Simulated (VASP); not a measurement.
Input of a VASP 6.6.1 run:

Contents of INCAR:

```
SYSTEM = TaN
  ALGO = Normal
  EDIFF = 1E-8
  ENCUT = 520
  GGA = PS
  ISIF = 2
  ISMEAR = -1
  LASPH = .TRUE.
  LCHARG = .FALSE.
  LEFG = .TRUE.
  LREAL = .FALSE.
  LWAVE = .FALSE.
  NBANDS = 24
  NELM = 100
  PREC = Accurate
  SIGMA = 0.01
```

KPOINTS

```
k-points
0
G
  9 9 5
  0 0 0
```

The input POSCAR:

```
TaN
1.0
    2.9585010578      0.0000000000      0.0000000000
   -1.4792505289      2.5621370732      0.0000000000
    0.0000000000      0.0000000000      4.9400000000
Ta N
2 2
Direct
    0.3333333333      0.6666666667      0.0000000000
    0.6666666667      0.3333333333      0.5000000000
    0.3333333333      0.6666666667      0.3850000000
    0.6666666667      0.3333333333      0.8850000000
```

Potentials or basis: VASP PAW PBE potentials, release 64 (Ta_pv, N).

The run is started by

```sh
$ cat potpaw_PBE.64/Ta_pv/POTCAR potpaw_PBE.64/N/POTCAR > POTCAR
$ mpirun -np 1 vasp_std > vasp.out
```

**Question.** Estimate the largest force.

**Answer.** 4.272 eV/Å.

**Question.** Estimate the pressure.

**Answer.** 180.8 GPa.

Forces in eV/Å, atoms in the order of the input:
```
Ta   0.000  0.000  4.272
Ta   0.000  0.000  4.272
N    0.000  0.000 -4.272
N    0.000  0.000 -4.272
```

Caveat: the cell differs from its parent crystal (equal xx and yy strain of -3 %); without QUAD_EFG the Cq values of the log hold for a quadrupole moment of 1 mb, not for the nuclei; the PAW data sets were made with another functional, which shifts forces and pressure a little.
